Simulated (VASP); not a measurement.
Input of a VASP 6.6.1 run:

File INCAR:

```
PREC     = Accurate       # precision mode
ENCUT    = 400            # plane-wave cutoff, eV
EDIFF    = 1E-6           # SCF threshold, eV
ISMEAR   = 0              # smearing method
SIGMA    = 0.05           # smearing width, eV
LREAL    = F              # projectors in reciprocal space
LASPH    = T              # aspherical terms in the spheres
NELM     = 120            # most SCF steps
ALGO     = Normal         # electronic algorithm
ISIF     = 2              # what is computed and relaxed
LWAVE    = F              # write WAVECAR
LCHARG   = F              # write CHGCAR
NBANDS   = 72             # bands
GGA_COMPAT= F            
NELMDL   = -8
```

The input KPOINTS:

```
regular mesh
0
Gamma
  2 2 1
```

The input POSCAR:

```
Si10H4Cl
1.0
    7.6791800000      0.0000000000      0.0000000000
    0.0000000000      7.6791800000      0.0000000000
    0.0000000000      0.0000000000     19.2555000000
H Si Cl
8 20 2
Direct
    0.4093920100      0.0000000000      0.0519332100
    0.0906079700      0.0000000000      0.0519332100
    0.9093919800      0.0000000000      0.0519332100
    0.5906079500      0.0000000000      0.0519332100
    0.4093920100      0.4999999800      0.0519332100
    0.0906079700      0.4999999800      0.0519332100
    0.9093919800      0.4999999800      0.0519332100
    0.5906079500      0.4999999800      0.0519332100
    0.2499999900      0.0000000000      0.0968814100
    0.7499999700      0.0000000000      0.0968814100
    0.2499999900      0.4999999800      0.0968814100
    0.7499999700      0.4999999800      0.0968814100
    0.2474679663      0.2508219036      0.1632801691
    0.7471572873      0.2489219098      0.1629055655
    0.2506801710      0.7501121272      0.1687652600
    0.7507070830      0.7501029891      0.1670937719
   -0.0026264025      0.2574395383      0.2299498985
    0.4972314244      0.2570098391      0.2310856134
   -0.0019952412      0.7471236079      0.2390843297
    0.5039092066      0.7466005117      0.2391492290
   -0.0092680400      0.0097034541      0.3024880232
    0.5187791836      0.0074680811      0.3035511831
   -0.0167457815      0.4915955494      0.3064359542
    0.5195042362      0.4919854154      0.3071157043
    0.2555112517      0.1171685445      0.3337472484
    0.7551767785      0.1234592751      0.3676138054
    0.2513926279      0.4209076941      0.3581530778
    0.7522455784      0.4316923597      0.3835253308
    0.7534584524     -0.0054449707      0.4622466182
    1.2465571871      0.4478533308      0.4648556726
```

Potentials or basis: VASP PAW LDA potentials, release 64 (H, Si, Cl).

Command:

```console
$ cat potpaw_LDA.64/H/POTCAR potpaw_LDA.64/Si/POTCAR potpaw_LDA.64/Cl/POTCAR > POTCAR
$ mpirun -np 1 vasp_std > vasp.out
```

Question: Estimate the band gap on the k mesh.

Answer: 0.11 eV (least direct gap 0.38 eV).

Question: Estimate the largest force.

Answer: 0.476 eV/Å.

Forces in eV/Å, atoms in the order of the input:
```
H   -0.456 -0.055 -0.011
H    0.450 -0.065 -0.014
H   -0.449 -0.028 -0.027
H    0.470 -0.061 -0.041
H   -0.451  0.072 -0.025
H    0.441  0.088 -0.028
H   -0.431  0.013 -0.022
H    0.452  0.060 -0.040
Si   0.024 -0.269  0.166
Si  -0.034 -0.278 -0.076
Si   0.030  0.293  0.069
Si  -0.049  0.219 -0.009
Si   0.005  0.002 -0.003
Si   0.001 -0.008 -0.003
Si  -0.001 -0.002  0.002
Si   0.006  0.003 -0.002
Si   0.019  0.010  0.002
Si  -0.015  0.009 -0.008
Si   0.000 -0.001  0.001
Si  -0.004  0.003 -0.002
Si  -0.003 -0.023  0.007
Si   0.014 -0.019  0.007
Si   0.001  0.004  0.000
Si   0.001  0.009  0.006
Si  -0.017  0.000  0.016
Si  -0.002  0.002  0.014
Si   0.003  0.019  0.057
Si  -0.005  0.002  0.011
Cl  -0.001 -0.003 -0.011
Cl   0.004  0.005 -0.036
```
